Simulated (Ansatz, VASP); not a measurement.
# YZr2: VASP beside Ansatz

```xyz
3
Lattice="2.6809 1.5478 3.0002 -2.6809 1.5478 3.0002 0.0000 -3.0956 3.0002" Properties=species:S:1:pos:R:3 pbc="T T T"
Y     0.0000    0.0000    0.0000
Zr    0.0000    0.0000    5.9557
Zr    0.0000    0.0000    3.0448
```

Alike in both runs: functional PBE; dispersion D3(BJ); k mesh 6 × 6 × 6; occupations gaussian, width 0.1 eV; no spin polarisation.

Ansatz relaxed the structure, and its values are those at the end. VASP's run is a single point on that final structure, the one shown.

|  | VASP | Ansatz |
| --- | --- | --- |
| version | VASP 6.6.1 | Ansatz 0.2.0 |
| potentials or method | VASP PAW PBE potentials, release 64 (Y_sv, Zr_sv), cutoff 520 eV | scalar-relativistic, plane waves, PAW |
| valence electrons in the cell | 35 | 35 |

```tsv
	VASP	Ansatz	Ansatz less VASP
gap on the k mesh at the Fermi level (eV)	none	none	-
pressure (GPa)	0.0	0.0	+0.05
rms of the force components (eV/Å)	0.008	0.004	-0.0041
```

A gap of «none» marks a metal or a gap that the smearing closes.
